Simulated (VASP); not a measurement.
Set up this calculation in VASP 6.6.1, as the native input.

- Task: relaxation of cell and atoms
- Functional: PBEsol
- Potentials or basis: VASP PAW PBE potentials, release 64 (Ta_pv, N)
- Cutoff: 600 eV
- k mesh: 12 × 12 × 12
- Occupations: gaussian, width 0.1 eV
- Spin: no spin polarisation
- Dipole correction: no
- Further INCAR settings: ALGO = Normal; EDIFF = 1e-07; IBRION = 2; EDIFFG = -0.005; NSW = 100; ISIF = 3

The structure of TaN lies in POSCAR:

```
TaN
1.0
    5.1910000000      0.0000000000      0.0000000000
   -2.5955000000      4.4955378710      0.0000000000
    0.0000000000      0.0000000000      2.9080000000
Ta N
3 3
Direct
    0.0000000000      0.0000000000      0.0000000000
    0.3333333333      0.6666666667      0.5000000000
    0.6666666667      0.3333333333      0.5000000000
    0.5000000000      0.0000000000      0.0000000000
    0.5000000000      0.5000000000      0.0000000000
    0.0000000000      0.5000000000      0.0000000000
```

One way to write it, as run:

INCAR

```
ALGO     = Normal         # electronic algorithm
EDIFF    = 1E-7           # SCF threshold, eV
EDIFFG   = -0.005         # ionic threshold
ENCUT    = 600            # plane-wave cutoff, eV
GGA      = PS             # functional
GGA_COMPAT= F            
IBRION   = 2              # ionic algorithm
ISIF     = 3              # what is computed and relaxed
ISMEAR   = 0              # smearing method
LASPH    = T              # aspherical terms in the spheres
LCHARG   = F              # write CHGCAR
LREAL    = F              # projectors in reciprocal space
LWAVE    = F              # write WAVECAR
NELM     = 120            # most SCF steps
NELMIN   = 4            
NSW      = 100            # ionic steps
PREC     = Accurate       # precision mode
SIGMA    = 0.1            # smearing width, eV
```

KPOINTS

```
k-points
0
Gamma
  12 12 12
```

Potentials or basis: VASP PAW PBE potentials, release 64 (Ta_pv, N).

Command:

```bash
$ cat potpaw_PBE.64/Ta_pv/POTCAR potpaw_PBE.64/N/POTCAR > POTCAR
$ mpirun -np 1 vasp_std > vasp.out
```

It gave:

```yaml
Relaxed_volume: 11.38 Å³/atom
Relaxed_cell: a = 5.209 Å, b = 5.209 Å, c = 2.906 Å, α = 90.00°, β = 90.00°, γ = 120.00°
Space_group_after_relaxing_to_0.1_Å: P6/mmm (No. 191)
Energy_gained_by_relaxing: 0.5 meV/atom
Ionic_steps: 5
Pressure_after_relaxing: 0.0 GPa
Band_gap_on_the_k_mesh: zero (bands 24 and 25 overlap by 2.18 eV)
```

Caveat: the PAW data sets were made with another functional, which shifts forces and pressure a little; spin-orbit coupling is left out, which moves the levels of the heavy elements.

Run time: 9.2 min on 1 thread of Intel(R) Xeon(R) 6975P-C (Granite Rapids), with other jobs on the host, peak memory 0.4 GiB.
